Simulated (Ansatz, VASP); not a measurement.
CsH: VASP beside Ansatz

```
CELL_PARAMETERS angstrom
3.18800 3.18800 0.00000
-3.18800 3.18800 0.00000
0.00000 3.18800 3.18800
ATOMIC_POSITIONS crystal
Cs 0.00000 0.00000 0.00000
H 0.50000 0.50000 0.00000
```

Alike in both runs: functional r2SCAN; k mesh 10 × 10 × 10; occupations fermi-dirac, width 0.08 eV; no spin polarisation.

Ansatz relaxed the structure, and its values are those at the end. VASP's run is a single point on that final structure, the one shown.

|  | VASP | Ansatz |
| --- | --- | --- |
| version | VASP 6.6.1 | Ansatz 0.2.0 |
| potentials or method | VASP PAW PBE potentials, release 64 (Cs_sv, H) | PAW with Ansatz's default frozen-core files, scalar-relativistic |
| plane-wave cutoff (eV) | 520 | 500 |
| valence electrons in the cell | 10 | 10 |

|  | VASP | Ansatz | Ansatz less VASP |
| --- | --- | --- | --- |
| pressure (GPa) | 0.0 | 0.0 | -0.03 |

VASP's potentials were made for PBE, not for r2SCAN.

Spin-orbit coupling is off throughout.
